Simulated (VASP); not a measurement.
A run of VASP 6.6.1 is set up as follows.

INCAR

```
SYSTEM = In
ALGO     = Normal         ! electronic algorithm
EDIFF    = 1E-7           ! SCF threshold, eV
ENCUT    = 520            ! plane-wave cutoff, eV
GGA      = PS             ! functional
ISIF     = 2              ! what is computed and relaxed
ISMEAR   = -1             ! smearing method
LASPH    = .TRUE.         ! aspherical terms in the spheres
LCHARG   = .TRUE.         ! write CHGCAR
LELF     = .TRUE.         ! ELF
LREAL    = .FALSE.        ! projectors in reciprocal space
LVHAR    = .TRUE.       
LWAVE    = .FALSE.        ! write WAVECAR
NBANDS   = 12             ! bands
NELM     = 80             ! most SCF steps
PREC     = Accurate       ! precision mode
SIGMA    = 0.05           ! smearing width, eV
```

The input KPOINTS:

```
k-points
0
G
  14 14 14
  0 0 0
```

Contents of POSCAR:

```
In
1.0
    2.7367835275      0.0000000000      0.0000000000
    0.0000000000      2.7367835275      0.0000000000
    0.0000000000      0.0000000000      2.7367835275
In
1
Direct
    0.0000000000      0.0000000000      0.0000000000
```

Potentials or basis: VASP PAW PBE potentials, release 64 (In_d).

Launch:

```console
$ cat potpaw_PBE.64/In_d/POTCAR > POTCAR
$ mpirun -np 1 vasp_std > vasp.out
```

Q: Estimate the pressure.

A: 24.4 GPa.

Caveat: the PAW data sets were made with another functional, which shifts forces and pressure a little.
